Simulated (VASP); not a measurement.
A run of VASP 6.6.1:

Contents of INCAR:

```
ALGO     = Normal         # electronic algorithm
EDIFF    = 1E-6           # SCF threshold, eV
ENCUT    = 520            # plane-wave cutoff, eV
GGA      = PE             # functional
ISIF     = 2              # what is computed and relaxed
ISMEAR   = 0              # smearing method
ISPIN    = 2              # spin polarisation
LASPH    = T              # aspherical terms in the spheres
LCHARG   = F              # write CHGCAR
LMAXMIX  = 4              # l up to which the mixer works
LORBIT   = 11             # projections on sites
LREAL    = F              # projectors in reciprocal space
LWAVE    = F              # write WAVECAR
MAGMOM   = 1 1 0 0 0      # initial moments
NBANDS   = 32             # bands
NELM     = 150            # most SCF steps
PREC     = Accurate       # precision mode
SIGMA    = 0.1            # smearing width, eV
```

The input KPOINTS:

```
k-points
0
Gamma
  4 4 4
```

The input POSCAR:

```
Ta2S3
1.0
    4.7358382094      0.0000000000      0.0000000000
    0.0000000000      4.7358382094      0.0000000000
    0.0000000000      0.0000000000      4.7358382094
Ta S
2 3
Direct
    0.5000000000      0.5000000000      0.5000000000
    0.0000000000      0.0000000000      0.0000000000
    0.5000000000      0.0000000000      0.0000000000
    0.0000000000      0.5000000000      0.0000000000
    0.0000000000      0.0000000000      0.5000000000
```

Potentials or basis: VASP PAW PBE potentials, release 64 (Ta_pv, S).

Run with:

```sh
$ cat potpaw_PBE.64/Ta_pv/POTCAR potpaw_PBE.64/S/POTCAR > POTCAR
$ mpirun -np 1 vasp_std > vasp.out
```

Hardware: 1 thread of Intel(R) Xeon(R) Platinum 8488C (Sapphire Rapids), with other jobs on the host.

**Question.** Estimate the wall time of this run.

**Answer.** It took 59 s on 1 thread of Intel(R) Xeon(R) Platinum 8488C (Sapphire Rapids), with other jobs on the host, peak memory 0.26 GiB. Counts: scf iterations 24, k points 10.
